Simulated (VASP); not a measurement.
# RbBr (Fm-3m) in VASP: further runs

Runs on RbBr. Level: r2SCAN. Tasks: single point.

Program: VASP 6.6.1. These are calculated values, not measurements. Logs are shortened: lines on timing, memory, paths and dates and some standing lists are left out, and cuts for length are marked.

## 1. The cell of the first run

The structure is cubic, space group Fm-3m (No. 225). The conventional cell has a = 6.924 Å, b = 6.924 Å, c = 6.924 Å, α = 90.00°, β = 90.00°, γ = 90.00°. Rb (site symmetry m-3m) has 6 Br at 3.46 Å within 4.6 Å. Br (site symmetry m-3m) has 6 Rb at 3.46 Å within 4.6 Å.

## 2. Single point, r2SCAN

Contents of POSCAR:

```
RbBr
1.0
    0.0000000000      3.4619018098      3.4619018098
    3.4619018098      0.0000000000      3.4619018098
    3.4619018098      3.4619018098      0.0000000000
Rb Br
1 1
Direct
    0.0000000000      0.0000000000      0.0000000000
    0.5000000000      0.5000000000      0.5000000000
```

Contents of INCAR.step1:

```
SYSTEM = RbBr
ALGO     = Normal         ! electronic algorithm
EDIFF    = 1E-4           ! SCF threshold, eV
ENCUT    = 520            ! plane-wave cutoff, eV
GGA      = PE             ! functional
ISMEAR   = -1             ! smearing method
LASPH    = .TRUE.         ! aspherical terms in the spheres
LCHARG   = .FALSE.        ! write CHGCAR
LREAL    = .FALSE.        ! projectors in reciprocal space
LWAVE    = .TRUE.         ! write WAVECAR
NBANDS   = 15             ! bands
NELM     = 80             ! most SCF steps
PREC     = Accurate       ! precision mode
SIGMA    = 0.02           ! smearing width, eV
```

Contents of INCAR.step2:

```
SYSTEM = RbBr
ALGO     = Normal         ! electronic algorithm
EDIFF    = 1E-7           ! SCF threshold, eV
ENCUT    = 520            ! plane-wave cutoff, eV
ISIF     = 2              ! what is computed and relaxed
ISMEAR   = -1             ! smearing method
ISTART   = 1            
LASPH    = .TRUE.         ! aspherical terms in the spheres
LCHARG   = .FALSE.        ! write CHGCAR
LMIXTAU  = .TRUE.       
LREAL    = .FALSE.        ! projectors in reciprocal space
LWAVE    = .FALSE.        ! write WAVECAR
METAGGA  = R2SCAN         ! meta-GGA
NBANDS   = 15             ! bands
NELM     = 80             ! most SCF steps
PREC     = Accurate       ! precision mode
SIGMA    = 0.02           ! smearing width, eV
```

Contents of KPOINTS:

```
k-points
0
G
  8 8 8
  0 0 0
```

Potentials or basis: VASP PAW PBE potentials, release 64 (Rb_sv, Br).

The run is started by

```
$ cat potpaw_PBE.64/Rb_sv/POTCAR potpaw_PBE.64/Br/POTCAR > POTCAR
$ cp INCAR.step1 INCAR
$ mpirun -np 1 vasp_std > vasp.out
$ cp INCAR.step2 INCAR
$ mpirun -np 1 vasp_std > vasp.out
```

OUTCAR:

```text
SYSTEM = RbBr
   EDIFF = 1E-7
   ENCUT = 520
   ISIF = 2
   ISMEAR = -1
   ISTART = 1
   LASPH = .TRUE.
   LREAL = .FALSE.
   METAGGA = R2SCAN
   NELM = 80
   PREC = Accurate

 ion  position               nearest neighbor table
   1  0.000  0.000  0.000-   2 3.46   2 3.46   2 3.46   2 3.46   2 3.46   2 3.46
   2  0.500  0.500  0.500-   1 3.46   1 3.46   1 3.46   1 3.46   1 3.46   1 3.46

  LATTYP: Found a face centered cubic cell.
 ALAT       =     6.9238036196

  Lattice vectors:

 A1 = (   0.0000000000,   3.4619018098,   3.4619018098)
 A2 = (   3.4619018098,   0.0000000000,   3.4619018098)
 A3 = (   3.4619018098,   3.4619018098,   0.0000000000)

Analysis of symmetry for initial positions (statically):
=====================================================================
 Subroutine PRICEL returns:
 Original cell was already a primitive cell.

 Routine SETGRP: Setting up the symmetry group for a
 face centered cubic supercell.

 Subroutine GETGRP returns: Found 48 space group operations
 (whereof 48 operations were pure point group operations)
 out of a pool of 48 trial point group operations.

The static configuration has the point symmetry O_h .

Analysis of symmetry for dynamics (positions and initial velocities):
=====================================================================
 Subroutine PRICEL returns:
 Original cell was already a primitive cell.

 Routine SETGRP: Setting up the symmetry group for a
 face centered cubic supercell.

 Subroutine GETGRP returns: Found 48 space group operations
 (whereof 48 operations were pure point group operations)
 out of a pool of 48 trial point group operations.

The dynamic configuration has the point symmetry O_h .

 Subroutine INISYM returns: Found 48 space group operations
 (whereof 48 operations are pure point group operations),
 and found     1 'primitive' translations

----------------------------------------------------------------------------------------

                                     Primitive cell

  volume of cell :      82.9802

  direct lattice vectors                    reciprocal lattice vectors
     0.000000000  3.461901810  3.461901810    -0.144429284  0.144429284  0.144429284
     3.461901810  0.000000000  3.461901810     0.144429284 -0.144429284  0.144429284
     3.461901810  3.461901810  0.000000000     0.144429284  0.144429284 -0.144429284

  length of vectors
     4.895868491  4.895868491  4.895868491     0.250158858  0.250158858  0.250158858

  position of ions in fractional coordinates (direct lattice)
     0.000000000  0.000000000  0.000000000
     0.500000000  0.500000000  0.500000000

  ion indices of the primitive-cell ions
   primitive index   ion index
                 1           1
                 2           2

----------------------------------------------------------------------------------------

 KPOINTS: k-points

Automatic generation of k-mesh.
 Grid dimensions read from file:
 generate k-points for:    8    8    8

 Generating k-lattice:

  Cartesian coordinates                     Fractional coordinates (reciprocal lattice)
    -0.018053661  0.018053661  0.018053661     0.125000000  0.000000000  0.000000000
     0.018053661 -0.018053661  0.018053661     0.000000000  0.125000000  0.000000000
     0.018053661  0.018053661 -0.018053661     0.000000000  0.000000000  0.125000000

  Length of vectors
     0.031269857  0.031269857  0.031269857

  Shift w.r.t. Gamma in fractional coordinates (k-lattice)
     0.000000000  0.000000000  0.000000000

 Subroutine IBZKPT returns following result:
 ===========================================

 Found     29 irreducible k-points:

 Following reciprocal coordinates:
            Coordinates               Weight
  0.000000  0.000000  0.000000      1.000000
  0.125000  0.000000  0.000000      8.000000
  0.250000  0.000000  0.000000      8.000000
  0.375000  0.000000  0.000000      8.000000
  0.500000  0.000000  0.000000      4.000000
  0.125000  0.125000  0.000000      6.000000
[... 16 lines left out ...]
  0.500000  0.250000  0.125000     48.000000
 -0.375000  0.250000  0.125000     24.000000
 [... further k-points ...]
   k-points           NKPTS =     29   k-points in BZ     NKDIM =     29   number of bands    NBANDS=     15
   number of dos      NEDOS =    301   number of ions     NIONS =      2
   total plane-waves  NPLWV =  46656
   dimension x,y,z NGX =    36 NGY =   36 NGZ =   36
   dimension x,y,z NGXF=    72 NGYF=   72 NGZF=   72
   ions per type =               1   1
   NGX,Y,Z   is equivalent  to a cutoff of  12.22, 12.22, 12.22 a.u.
   NGXF,Y,Z  is equivalent  to a cutoff of  24.45, 24.45, 24.45 a.u.
 SYSTEM =  RbBr
   PREC   = accura    normal or accurate (medium, high low for compatibility)
   ISTART =      1    job   : 0-new  1-cont  2-samecut
   ICHARG =      0    charge: 1-file 2-atom 10-const
   ISPIN  =      1    spin polarized calculation?
   LNONCOLLINEAR =      F non collinear calculations
   LSORBIT =      F    spin-orbit coupling
   LASPH  =      T    aspherical Exc in radial PAW
   ENCUT  =  520.0 eV  38.22 Ry    6.18 a.u.   9.10  9.10  9.10*2*pi/ulx,y,z
   NELM   =     80;   NELMIN=  2; NELMDL=  0     # of ELM steps
   EDIFF  = 0.1E-06   stopping-criterion for ELM
   LREAL  =      F    real-space projection
   EDIFFG = 0.1E-05   stopping-criterion for IOM
   NSW    =      0    number of steps for IOM
   IBRION =     -1    ionic relax: 0-MD 1-quasi-New 2-CG
   NFREE  =      0    steps in history (QN), initial steepest desc. (CG)
   ISIF   =      2    stress and relaxation
   ISYM   =      2    0-nonsym 1-usesym 2-fastsym
   POTIM  = 0.5000    time-step for ionic-motion
   TEBEG  =    0.0;   TEEND  =   0.0 temperature during run
   PSTRESS=    0.0 pullay stress
   NELECT =      16.0000    total number of electrons
   NUPDOWN=      -1.0000    fix difference up-down
   EMIN   =  10.00;   EMAX   =-10.00  energy-range for DOS
   EFERMI =   0.00;   METHOD = LEGACY
   ISMEAR =    -1;   SIGMA  =   0.02  broadening in eV -4-tet -1-fermi 0-gaus
   EFERMI_NEDOS =   21; number of points for ismear=-14 and -15
   IALGO  =     38    algorithm
   IMIX   =      4    mixing-type and parameters
     AMIX     =   0.40;   BMIX     =  1.00
     AMIX_MAG =   1.60;   BMIX_MAG =  1.00
  volume/ion in A,a.u.               =      41.49       279.99
  Fermi-wavevector in a.u.,A,eV,Ry     =   0.945780  1.787265 12.170406  0.894500
  Thomas-Fermi vector in A             =   2.073714
   LORBIT       =      0    0 simple, 1 ext, 2 COOP (PROOUT), +10 PAW based schemes
   METAGGA = R2SCAN    functional components
   LHFCALC =     F    Hartree Fock is set to
   AEXX    =    0.0000 exact exchange contribution
   IVDW    =     0    specifies the selected vdW correction
   LEPSILON=     F    determine dielectric tensor
   LRPA    =     F    only Hartree local field effects (RPA)
 non-spin polarized calculation
  energy-cutoff  :      520.00
  volume of cell :       82.98
 maximum number of plane-waves:      2252
   NGX = 19   NGY = 19   NGZ = 19

 number of electron      15.9999997 magnetization

 Free energy of the ion-electron system (eV)
  ---------------------------------------------------
  ext. energy  EPLUGINS =         0.00000000
  ---------------------------------------------------
  free energy    TOTEN  =       -31.15568940 eV

  energy without entropy =      -31.15568940  energy(sigma->0) =      -31.15568940

 E-fermi :  -1.8545     XC(G=0):  -7.5012

 val. band max:       -2.2700840571   @ k =   0.0000   0.0000   0.0000
 cond. band min:       2.6203177935   @ k =   0.0000   0.0000   0.0000
 fundamental gap:      4.8904018506
 Fermi energy:        -1.8544969075

 k-point     1 :       0.0000    0.0000    0.0000
  band No.  band energies     occupation
      1     -27.4905      2.00000
      2     -14.8533      2.00000
      3     -11.0174      2.00000
      4     -11.0174      2.00000
      5     -11.0174      2.00000
      6      -2.2701      2.00000
      7      -2.2701      2.00000
      8      -2.2701      2.00000
      9       2.6203      0.00000
     10       5.6040      0.00000
     11       5.6040      0.00000
     12       5.6040      0.00000
     13       6.6516      0.00000
     14       6.6516      0.00000
     15       8.9925      0.00000

 k-point     2 :       0.1250    0.0000    0.0000
  band No.  band energies     occupation
      1     -27.4893      2.00000
      2     -14.8585      2.00000
      3     -11.0183      2.00000
      4     -11.0183      2.00000
      5     -11.0107      2.00000
      6      -2.4369      2.00000
      7      -2.3204      2.00000
      8      -2.3204      2.00000
      9       2.9805      0.00000
     10       5.4695      0.00000
     11       5.7922      0.00000
     12       5.7922      0.00000
     13       6.8785      0.00000
     14       6.8785      0.00000
     15       9.6193      0.00000

 k-point     3 :       0.2500    0.0000    0.0000
  band No.  band energies     occupation
      1     -27.4864      2.00000
      2     -14.8710      2.00000
      3     -11.0204      2.00000
      4     -11.0204      2.00000
      5     -10.9948      2.00000
      6      -2.7842      2.00000
      7      -2.4371      2.00000
      8      -2.4371      2.00000
      9       3.8396      0.00000
     10       5.3763      0.00000
     11       6.3346      0.00000
     12       6.3347      0.00000
     13       7.5014      0.00000
     14       7.5014      0.00000
     15      10.7201      0.00000

 k-point     4 :       0.3750    0.0000    0.0000
  band No.  band energies     occupation
      1     -27.4835      2.00000
      2     -14.8833      2.00000
      3     -11.0226      2.00000
      4     -11.0226      2.00000
      5     -10.9790      2.00000
      6      -3.0788      2.00000
      7      -2.5479      2.00000
      8      -2.5479      2.00000
      9       4.6567      0.00000
     10       5.6305      0.00000
     11       7.1601      0.00000
     12       7.1601      0.00000
     13       8.2846      0.00000
     14       8.2846      0.00000
     15       9.7068      0.00000
[... 307 lines left out ...]
 k-point    22 :       0.3750    0.2500    0.1250
  band No.  band energies     occupation
      1     -27.4843      2.00000
      2     -14.8612      2.00000
      3     -11.0604      2.00000
      4     -11.0289      2.00000
      5     -11.0032      2.00000
      6      -2.8890      2.00000
      7      -2.4877      2.00000
      8      -2.4147      2.00000
      9       4.3322      0.00000
     10       4.8061      0.00000
     11       6.9070      0.00000
     12       7.3053      0.00000
     13       7.3960      0.00000
     14       8.1099      0.00000
     15       9.9688      0.00000

 k-point    23 :       0.5000    0.2500    0.1250
  band No.  band energies     occupation
      1     -27.4820      2.00000
      2     -14.8589      2.00000
      3     -11.0769      2.00000
      4     -11.0469      2.00000
      5     -11.0016      2.00000
      6      -2.9662      2.00000
      7      -2.5777      2.00000
      8      -2.5131      2.00000
      9       4.9030      0.00000
     10       5.2254      0.00000
     11       7.2880      0.00000
     12       7.4946      0.00000
     13       7.9504      0.00000
     14       8.5607      0.00000
     15       9.4665      0.00000

 k-point    24 :      -0.3750    0.2500    0.1250
  band No.  band energies     occupation
      1     -27.4811      2.00000
      2     -14.8579      2.00000
      3     -11.0770      2.00000
      4     -11.0638      2.00000
      5     -10.9983      2.00000
      6      -2.9855      2.00000
      7      -2.6036      2.00000
      8      -2.5761      2.00000
      9       5.1354      0.00000
     10       5.5984      0.00000
     11       7.3118      0.00000
     12       7.3764      0.00000
     13       8.2778      0.00000
     14       9.1160      0.00000
     15       9.3694      0.00000

 [... further k-points ...]

------------------------ aborting loop because EDIFF is reached ----------------------------------------

  FORCE on cell =-STRESS in cart. coord.  units (eV):
  Direction    XX          YY          ZZ          XY          YZ          ZX
  --------------------------------------------------------------------------------------
  -------------------------------------------------------------------------------------
  Total        0.0164291      0.0164291      0.0164291      0.0000000     -0.0000000     -0.0000000
  in kB        0.3172125      0.3172125      0.3172125      0.0000000     -0.0000000     -0.0000000
  external PRESSURE =       0.3172125 kB  Pullay stress =       0.0000000 kB

 VOLUME and BASIS-vectors are now :
 -----------------------------------------------------------------------------
  energy-cutoff  :      520.00
  volume of cell :       82.98
      direct lattice vectors                 reciprocal lattice vectors
     0.000000000  3.461901810  3.461901810    -0.144429284  0.144429284  0.144429284
     3.461901810  0.000000000  3.461901810     0.144429284 -0.144429284  0.144429284
     3.461901810  3.461901810  0.000000000     0.144429284  0.144429284 -0.144429284

 POSITION                                       TOTAL-FORCE (eV/Angst)
 -----------------------------------------------------------------------------------
      0.00000      0.00000      0.00000         0.000000     -0.000000     -0.000000
      3.46190      3.46190      3.46190        -0.000000      0.000000      0.000000
 -----------------------------------------------------------------------------------
    total drift:                                0.000000      0.000000      0.000000

  FREE ENERGIE OF THE ION-ELECTRON SYSTEM (eV)
  ---------------------------------------------------
  free  energy   TOTEN  =       -31.1556894025 eV

  energy  without entropy=      -31.1556894025  energy(sigma->0) =      -31.15568940
```

Run time: 2.8 min. Hardware: 1 thread of Intel Xeon 6975P-C, shared host; peak memory 0.23 GiB.

What came out:

* Free energy: -31.1557 eV
* Pressure: 0.0 GPa
* Band gap on the k mesh: 4.89 eV, direct

Levels at points of the mesh, in eV from the valence-band top:
```tsv
k point	band 4	band 5	band 6	band 7	band 8	band 9	band 10	band 11	band 12	band 13
(0.00, 0.00, 0.00)	-8.75	-8.75	0.00	0.00	0.00	4.89	7.87	7.87	7.87	8.92
(0.50, 0.00, 0.00)	-8.75	-8.70	-0.92	-0.32	-0.32	7.21	8.17	10.13	10.13	10.76
(0.50, 0.50, 0.00)	-8.81	-8.81	-0.47	-0.16	-0.16	6.09	7.83	9.56	9.99	10.23
```

Caveat: the PAW data sets were made with another functional, which shifts forces and pressure a little. A k mesh can miss the band edges.

## 3. Single point, r2SCAN

Contents of POSCAR:

```
RbBr
1.0
    0.0000000000      3.4619018100      3.4619018100
    3.4619018100      0.0000000000      3.4619018100
    3.4619018100      3.4619018100      0.0000000000
Rb Br
1 1
Direct
    0.0000000000      0.0000000000      0.0000000000
    0.5000000000      0.5000000000      0.5000000000
```

Contents of INCAR.step1:

```
SYSTEM = RbBr
ALGO = Normal
EDIFF = 1E-4
ENCUT = 520
GGA = PE
ISMEAR = -1
LASPH = .True.
LCHARG = .False.
LREAL = .False.
LWAVE = .True.
NBANDS = 15
NELM = 80
PREC = Accurate
SIGMA = 0.02
```

Contents of INCAR.step2:

```
SYSTEM = RbBr
ALGO = Normal
EDIFF = 1E-6
ENCUT = 520
ISIF = 2
ISMEAR = -1
ISTART = 1
LASPH = .True.
LCHARG = .False.
LMIXTAU = .True.
LREAL = .False.
LWAVE = .False.
METAGGA = R2SCAN
NBANDS = 15
NELM = 80
PREC = Accurate
SIGMA = 0.02
```

Contents of KPOINTS:

```
k-points
0
Gamma
  8 8 8
  0 0 0
```

Potentials or basis: VASP PAW PBE potentials, release 64 (Rb_sv, Br).

The run is started by

```
$ cat potpaw_PBE.64/Rb_sv/POTCAR potpaw_PBE.64/Br/POTCAR > POTCAR
$ cp INCAR.step1 INCAR
$ mpirun -np 1 vasp_std > vasp.out
$ cp INCAR.step2 INCAR
$ mpirun -np 1 vasp_std > vasp.out
```

Run time: 2.6 min. Hardware: 1 thread of Intel Xeon 6975P-C, shared host; peak memory 0.23 GiB.

It converged, with:

```
Free energy            : -31.1557 eV
Pressure               : 0.0 GPa
Band gap on the k mesh : 4.89 eV, direct
```

Levels at points of the mesh, in eV from the valence-band top:
```tsv
k point	band 5	band 6	band 7	band 8	band 9	band 10	band 11	band 12
(0.00, 0.00, 0.00)	-8.75	0.00	0.00	0.00	4.89	7.87	7.87	7.87
(0.50, 0.00, 0.00)	-8.70	-0.92	-0.32	-0.32	7.21	8.17	10.13	10.13
(0.50, 0.50, 0.00)	-8.81	-0.47	-0.16	-0.16	6.09	7.83	9.56	9.99
```

Caveat: the PAW data sets were made with another functional, which shifts forces and pressure a little. A k mesh can miss the band edges.

(Continued in part 2 of 3.)
